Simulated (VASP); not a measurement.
# Sc2GaS (P-6m2) in VASP: single point with PBE

Aim: the single point of Sc2GaS with PBE.

Program: VASP 6.6.1. These are calculated values, not measurements. Logs are shortened: lines on timing, memory, paths and dates and some standing lists are left out, and cuts for length are marked.

## 1. The cell of the first run

It takes space group P-6m2 (No. 187, hexagonal). The conventional cell has a = 4.772 Å, b = 4.772 Å, c = 4.542 Å, α = 90.00°, β = 90.00°, γ = 120.00°. Sc (site symmetry -6m2) has 2 Ga at 2.27 Å and 3 S at 2.76 Å within 3.0 Å. Within 3.0 Å of Sc (site symmetry -6m2) lie 2 S at 2.27 Å and 3 Ga at 2.76 Å. Ga (site symmetry -6m2) has 5 Sc at 2.27 to 2.76 Å within 3.0 Å. Within 3.0 Å of S (site symmetry -6m2) lie 5 Sc at 2.27 to 2.76 Å.

## 2. Single point, PBE

Input file INCAR:

```
SYSTEM = Sc2GaS
ALGO = Normal
EDIFF = 1E-6
ENCUT = 520
GGA = PE
ISIF = 2
ISMEAR = 0
LASPH = .TRUE.
LCHARG = .FALSE.
LREAL = .FALSE.
LWAVE = .FALSE.
NBANDS = 28
NELM = 100
PREC = Accurate
SIGMA = 0.1
```

Input file KPOINTS:

```
k-points
0
G
  6 6 4
  0 0 0
```

Input file POSCAR:

```
Sc2GaS
1.0
    4.7723236000      0.0000000000      0.0000000000
   -2.3861618000      4.1329534700      0.0000000000
    0.0000000000      0.0000000000      4.5416212400
Sc Ga S
2 1 1
Direct
    0.6666666700      0.3333333300      0.5000000000
    0.3333333300      0.6666666700      0.0000000000
    0.6666666700      0.3333333300      0.0000000000
    0.3333333300      0.6666666700      0.5000000000
```

Potentials or basis: VASP PAW PBE potentials, release 64 (Sc_sv, Ga_d, S).

Launch:

```sh
$ cat potpaw_PBE.64/Sc_sv/POTCAR potpaw_PBE.64/Ga_d/POTCAR potpaw_PBE.64/S/POTCAR > POTCAR
$ mpirun -np 1 vasp_std > vasp.out
```

OUTCAR:

```text
SYSTEM = Sc2GaS
   EDIFF = 1E-6
   ENCUT = 520
   GGA = PE
   ISIF = 2
   ISMEAR = 0
   LASPH = .TRUE.
   LREAL = .FALSE.
   NELM = 100
   PREC = Accurate

 ion  position               nearest neighbor table
   1  0.667  0.333  0.500-   3 2.27   3 2.27   4 2.76   4 2.76   4 2.76
   2  0.333  0.667  0.000-   4 2.27   4 2.27   3 2.76   3 2.76   3 2.76
   3  0.667  0.333  0.000-   1 2.27   1 2.27   2 2.76   2 2.76   2 2.76
   4  0.333  0.667  0.500-   2 2.27   2 2.27   1 2.76   1 2.76   1 2.76

  LATTYP: Found a hexagonal cell.
 ALAT       =     4.7723236000
 C/A-ratio  =     0.9516582740

  Lattice vectors:

 A1 = (   4.7723236000,   0.0000000000,   0.0000000000)
 A2 = (  -2.3861618000,   4.1329534700,   0.0000000000)
 A3 = (   0.0000000000,   0.0000000000,   4.5416212400)

Analysis of symmetry for initial positions (statically):
=====================================================================
 Subroutine PRICEL returns:
 Original cell was already a primitive cell.

 Routine SETGRP: Setting up the symmetry group for a
 hexagonal supercell.

 Subroutine GETGRP returns: Found 12 space group operations
 (whereof 12 operations were pure point group operations)
 out of a pool of 24 trial point group operations.

The static configuration has the point symmetry D_3h.

Analysis of symmetry for dynamics (positions and initial velocities):
=====================================================================
 Subroutine PRICEL returns:
 Original cell was already a primitive cell.

 Routine SETGRP: Setting up the symmetry group for a
 hexagonal supercell.

 Subroutine GETGRP returns: Found 12 space group operations
 (whereof 12 operations were pure point group operations)
 out of a pool of 24 trial point group operations.

The dynamic configuration has the point symmetry D_3h.

 Subroutine INISYM returns: Found 12 space group operations
 (whereof 12 operations are pure point group operations),
 and found     1 'primitive' translations

----------------------------------------------------------------------------------------

                                     Primitive cell

  volume of cell :      89.5780

  direct lattice vectors                    reciprocal lattice vectors
     4.772323600  0.000000000  0.000000000     0.209541532  0.120978860  0.000000000
    -2.386161800  4.132953470  0.000000000     0.000000000  0.241957720  0.000000000
     0.000000000  0.000000000  4.541621240     0.000000000  0.000000000  0.220185689

  length of vectors
     4.772323600  4.772323598  4.541621240     0.241957720  0.241957720  0.220185689

  position of ions in fractional coordinates (direct lattice)
     0.666666670  0.333333330  0.500000000
     0.333333330  0.666666670  0.000000000
     0.666666670  0.333333330  0.000000000
     0.333333330  0.666666670  0.500000000

  ion indices of the primitive-cell ions
   primitive index   ion index
                 1           1
                 2           2
                 3           3
                 4           4

----------------------------------------------------------------------------------------

 KPOINTS: k-points

Automatic generation of k-mesh.
 Grid dimensions read from file:
 generate k-points for:    6    6    4

 Generating k-lattice:

  Cartesian coordinates                     Fractional coordinates (reciprocal lattice)
     0.034923589  0.020163143  0.000000000     0.166666667 -0.000000000  0.000000000
     0.000000000  0.040326287  0.000000000     0.000000000  0.166666667  0.000000000
     0.000000000  0.000000000  0.055046422     0.000000000  0.000000000  0.250000000

  Length of vectors
     0.040326287  0.040326287  0.055046422

  Shift w.r.t. Gamma in fractional coordinates (k-lattice)
     0.000000000  0.000000000  0.000000000

 Subroutine IBZKPT returns following result:
 ===========================================

 Found     21 irreducible k-points:

 Following reciprocal coordinates:
            Coordinates               Weight
  0.000000  0.000000  0.000000      1.000000
  0.166667 -0.000000  0.000000      6.000000
  0.333333  0.000000  0.000000      6.000000
  0.500000 -0.000000  0.000000      3.000000
  0.166667  0.166667  0.000000      6.000000
  0.333333  0.166667  0.000000     12.000000
[... 13 lines left out ...]
  0.333333  0.166667  0.500000     12.000000
  0.333333  0.333333  0.500000      2.000000
   k-points           NKPTS =     21   k-points in BZ     NKDIM =     21   number of bands    NBANDS=     28
   number of dos      NEDOS =    301   number of ions     NIONS =      4
   total plane-waves  NPLWV =  46656
   dimension x,y,z NGX =    36 NGY =   36 NGZ =   36
   dimension x,y,z NGXF=    72 NGYF=   72 NGZF=   72
   ions per type =               2   1   1
   NGX,Y,Z   is equivalent  to a cutoff of  12.54, 12.54, 13.18 a.u.
   NGXF,Y,Z  is equivalent  to a cutoff of  25.08, 25.08, 26.36 a.u.
 SYSTEM =  Sc2GaS
   PREC   = accura    normal or accurate (medium, high low for compatibility)
   ISTART =      0    job   : 0-new  1-cont  2-samecut
   ICHARG =      2    charge: 1-file 2-atom 10-const
   ISPIN  =      1    spin polarized calculation?
   LNONCOLLINEAR =      F non collinear calculations
   LSORBIT =      F    spin-orbit coupling
   LASPH  =      T    aspherical Exc in radial PAW
   ENCUT  =  520.0 eV  38.22 Ry    6.18 a.u.   8.87  8.87  8.44*2*pi/ulx,y,z
   NELM   =    100;   NELMIN=  2; NELMDL= -5     # of ELM steps
   EDIFF  = 0.1E-05   stopping-criterion for ELM
   LREAL  =      F    real-space projection
   EDIFFG = 0.1E-04   stopping-criterion for IOM
   NSW    =      0    number of steps for IOM
   IBRION =     -1    ionic relax: 0-MD 1-quasi-New 2-CG
   NFREE  =      0    steps in history (QN), initial steepest desc. (CG)
   ISIF   =      2    stress and relaxation
   ISYM   =      2    0-nonsym 1-usesym 2-fastsym
   POTIM  = 0.5000    time-step for ionic-motion
   TEBEG  =    0.0;   TEEND  =   0.0 temperature during run
   PSTRESS=    0.0 pullay stress
   NELECT =      41.0000    total number of electrons
   NUPDOWN=      -1.0000    fix difference up-down
   EMIN   =  10.00;   EMAX   =-10.00  energy-range for DOS
   EFERMI =   0.00;   METHOD = LEGACY
   ISMEAR =     0;   SIGMA  =   0.10  broadening in eV -4-tet -1-fermi 0-gaus
   EFERMI_NEDOS =   21; number of points for ismear=-14 and -15
   IALGO  =     38    algorithm
   IMIX   =      4    mixing-type and parameters
     AMIX     =   0.40;   BMIX     =  1.00
     AMIX_MAG =   1.60;   BMIX_MAG =  1.00
  volume/ion in A,a.u.               =      22.39       151.13
  Fermi-wavevector in a.u.,A,eV,Ry     =   1.261641  2.384155 21.656899  1.591737
  Thomas-Fermi vector in A             =   2.395089
   LORBIT       =      0    0 simple, 1 ext, 2 COOP (PROOUT), +10 PAW based schemes
   GGA     = PE    functional components
   LHFCALC =     F    Hartree Fock is set to
   AEXX    =    0.0000 exact exchange contribution
   IVDW    =     0    specifies the selected vdW correction
   LEPSILON=     F    determine dielectric tensor
   LRPA    =     F    only Hartree local field effects (RPA)
 non-spin polarized calculation
 Gauss-broadening in eV      SIGMA  =   0.10
  energy-cutoff  :      520.00
  volume of cell :       89.58
 maximum number of plane-waves:      2420
 NGX is ok and might be reduce to    36
   NGX = 17   NGY = 17   NGZ = 17

 number of electron      41.0000009 magnetization

 Free energy of the ion-electron system (eV)
  ---------------------------------------------------
  ext. energy  EPLUGINS =         0.00000000
  ---------------------------------------------------
  free energy    TOTEN  =       -20.84984230 eV

  energy without entropy =      -20.82448967  energy(sigma->0) =      -20.83716599

 E-fermi :   4.1875     XC(G=0):  -9.5345

 val. band max:        4.1551883526   @ k =   0.3333   0.0000   0.2500
 cond. band min:       4.1882671006   @ k =   0.1667   0.1667   0.2500
 fundamental gap:      0.0330787480
 Fermi energy:         4.1874980666

 k-point     1 :       0.0000    0.0000    0.0000
  band No.  band energies     occupation
      1     -45.1551      2.00000
      2     -44.9863      2.00000
      3     -23.9300      2.00000
      4     -23.9300      2.00000
      5     -23.8714      2.00000
      6     -23.7504      2.00000
[... 20 lines left out ...]
     27       7.4788      0.00000
     28       7.4792      0.00000

 k-point     2 :       0.1667   -0.0000    0.0000
  band No.  band energies     occupation
      1     -45.1549      2.00000
      2     -44.9864      2.00000
      3     -23.9315      2.00000
      4     -23.9313      2.00000
      5     -23.8645      2.00000
      6     -23.7571      2.00000
[... 20 lines left out ...]
     27       7.1617      0.00000
     28       7.5451      0.00000

 k-point     3 :       0.3333    0.0000    0.0000
  band No.  band energies     occupation
      1     -45.1544      2.00000
      2     -44.9867      2.00000
      3     -23.9345      2.00000
      4     -23.9339      2.00000
      5     -23.8472      2.00000
      6     -23.7743      2.00000
[... 20 lines left out ...]
     27       6.9827      0.00000
     28       7.5635      0.00000

 k-point     4 :       0.5000   -0.0000    0.0000
  band No.  band energies     occupation
      1     -45.1541      2.00000
      2     -44.9868      2.00000
      3     -23.9361      2.00000
      4     -23.9351      2.00000
      5     -23.8342      2.00000
      6     -23.7872      2.00000
[... 485 lines left out ...]
     27       7.7995      0.00000
     28       7.9577      0.00000

 k-point    20 :       0.3333    0.1667    0.5000
  band No.  band energies     occupation
      1     -45.1524      2.00000
      2     -44.9859      2.00000
      3     -23.9817      2.00000
      4     -23.9288      2.00000
      5     -23.9042      2.00000
      6     -23.7993      2.00000
[... 20 lines left out ...]
     27       7.6831      0.00000
     28       7.7374      0.00000

 k-point    21 :       0.3333    0.3333    0.5000
  band No.  band energies     occupation
      1     -45.1524      2.00000
      2     -44.9859      2.00000
      3     -23.9860      2.00000
      4     -23.9301      2.00000
      5     -23.9060      2.00000
      6     -23.7949      2.00000
[... 20 lines left out ...]
     27       7.6802      0.00000
     28       7.7367      0.00000

------------------------ aborting loop because EDIFF is reached ----------------------------------------

  FORCE on cell =-STRESS in cart. coord.  units (eV):
  Direction    XX          YY          ZZ          XY          YZ          ZX
  --------------------------------------------------------------------------------------
  -------------------------------------------------------------------------------------
  Total       -1.1617556     -1.1617556     28.0580089      0.0000000     -0.0000000      0.0000000
  in kB      -20.7789712    -20.7789712    501.8409757      0.0000000     -0.0000000      0.0000000
  external PRESSURE =     153.4276778 kB  Pullay stress =       0.0000000 kB

 VOLUME and BASIS-vectors are now :
 -----------------------------------------------------------------------------
  energy-cutoff  :      520.00
  volume of cell :       89.58
      direct lattice vectors                 reciprocal lattice vectors
     4.772323600  0.000000000  0.000000000     0.209541532  0.120978860  0.000000000
    -2.386161800  4.132953470  0.000000000     0.000000000  0.241957720  0.000000000
     0.000000000  0.000000000  4.541621240     0.000000000  0.000000000  0.220185689

 POSITION                                       TOTAL-FORCE (eV/Angst)
 -----------------------------------------------------------------------------------
      2.38616      1.37765      2.27081        -0.000000     -0.000000      0.000000
     -0.00000      2.75530      0.00000        -0.000000     -0.000000      0.000000
      2.38616      1.37765      0.00000         0.000000      0.000000      0.000000
     -0.00000      2.75530      2.27081        -0.000000      0.000000      0.000000
 -----------------------------------------------------------------------------------
    total drift:                               -0.000001      0.000001     -0.000000

  FREE ENERGIE OF THE ION-ELECTRON SYSTEM (eV)
  ---------------------------------------------------
  free  energy   TOTEN  =       -20.8498423037 eV

  energy  without entropy=      -20.8244896674  energy(sigma->0) =      -20.83716599
```

It took 93 s on 1 thread of AMD EPYC 7R43 (Zen 3), shared host; peak memory 0.19 GiB.

Results:

```yaml
Free_energy: -20.8498 eV
Pressure: 15.3 GPa
```
